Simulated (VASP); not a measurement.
# Ni: single point with PBE

Crystal: Ni.

```
CELL_PARAMETERS angstrom
0.00000 1.71185 1.71185
1.71185 0.00000 1.71185
1.71185 1.71185 0.00000
ATOMIC_POSITIONS crystal
Ni 0.00000 0.00000 0.00000
```

```json
{
 "Program": "VASP 6.6.1",
 "Task": "single point",
 "Functional": "PBE",
 "Potentials or basis": "VASP PAW PBE potentials, release 64 (Ni)",
 "Cutoff": "520 eV",
 "k mesh": "20 × 20 × 20",
 "Occupations": "gaussian, width 0.1 eV",
 "Spin": "collinear spin, ferromagnetic start",
 "Starting moments": "[0.74] μB"
}
```

```
Pressure                                              : 19.6 GPa
Net moment                                            : 0.62 μB per cell
Site moments                                          : Ni +0.62 μB
Valence electrons inside the program's atomic spheres : Ni 9.47
```

Levels at points of the mesh, in eV from the Fermi level:
Spin up:
| k point | band 3 | band 4 | band 5 | band 6 | band 7 | band 8 |
| --- | --- | --- | --- | --- | --- | --- |
| (0.00, 0.00, 0.00) | -2.65 | -2.65 | -1.33 | -1.33 | 24.41 | 28.91 |
| (0.50, 0.00, 0.00) | -2.64 | -0.58 | -0.58 | -0.45 | 6.27 | 22.86 |
| (0.50, 0.50, 0.00) | -0.53 | -0.43 | -0.43 | 2.50 | 9.97 | 15.60 |
Spin down:
```tsv
k point	band 2	band 3	band 4	band 5	band 6	band 7	band 8	band 9
(0.00, 0.00, 0.00)	-1.91	-1.91	-1.91	-0.75	-0.75	24.26	28.89	28.89
(0.50, 0.00, 0.00)	-2.04	-2.04	-0.50	0.17	0.17	6.70	22.73	26.21
(0.50, 0.50, 0.00)	-4.04	0.08	0.43	0.43	2.47	10.22	15.61	15.61
```

Run time: 43 s on 1 thread of Intel(R) Xeon(R) 6975P-C (Granite Rapids), with other jobs on the host, peak memory 0.17 GiB.
